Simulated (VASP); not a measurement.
## Zr3P2: single point with PBE

Crystal: Zr3P2.

```
Zr P
1.0
     0.00000    0.00000    3.63301
     7.01877    0.00000    0.00000
     0.00000    7.01877    0.00000
Zr P
6 4
Direct
  0.00000 0.00000 0.00000
  0.00000 0.50000 0.50000
  0.50000 0.16159 0.66159
  0.50000 0.33841 0.16159
  0.50000 0.83841 0.33841
  0.50000 0.66159 0.83841
  0.00000 0.63904 0.13904
  0.00000 0.86096 0.63904
  0.00000 0.36096 0.86096
  0.00000 0.13904 0.36096
```

```yaml
Program: VASP 6.6.1
Task: single point
Functional: PBE
Potentials_or_basis: VASP PAW PBE potentials, release 64 (Zr_sv, P)
Cutoff: 520 eV
k_mesh: 6 × 4 × 4
Occupations: gaussian, width 0.2 eV
Spin: no spin polarisation
```

- Pressure: 0.1 GPa
- Largest force: 0.034 eV/Å
- Band gap on the k mesh: zero (bands 46 and 47 overlap by 0.36 eV)

Forces in eV/Å, atoms in the order of the input:
```
Zr   0.000  0.000  0.000
Zr   0.000  0.000  0.000
Zr  -0.024 -0.024  0.000
Zr   0.024 -0.024  0.000
Zr   0.024  0.024  0.000
Zr  -0.024  0.024  0.000
P    0.001  0.001  0.000
P   -0.001  0.001  0.000
P   -0.001 -0.001  0.000
P    0.001 -0.001  0.000
```

Stress tensor (GPa, compression positive):
```
0.03 0.00 0.00
0.00 0.03 0.00
0.00 0.00 0.11
```

Levels at points of the mesh, in eV from the Fermi level:
| k point | band 44 | band 45 | band 46 | band 47 | band 48 | band 49 |
| --- | --- | --- | --- | --- | --- | --- |
| (0.00, 0.00, 0.00) | -1.26 | 0.00 | 0.28 | 0.44 | 0.57 | 0.57 |
| (0.50, 0.00, 0.00) | -0.72 | -0.64 | -0.07 | -0.03 | -0.03 | 0.23 |
| (0.00, 0.50, 0.00) | -0.27 | -0.24 | -0.24 | -0.08 | -0.08 | 0.80 |
| (0.50, 0.50, 0.00) | -1.03 | -0.34 | -0.34 | 0.61 | 0.61 | 1.75 |
| (0.00, 0.50, 0.50) | -1.60 | -0.53 | -0.53 | 0.02 | 0.02 | 1.27 |
| (0.50, 0.50, 0.50) | -1.19 | -1.03 | -1.03 | 0.62 | 0.62 | 2.06 |

Wall time 2.8 min on 1 thread of AMD EPYC 9R45 96-Core Processor (Zen 5), on a shared host, peak memory 0.34 GiB.
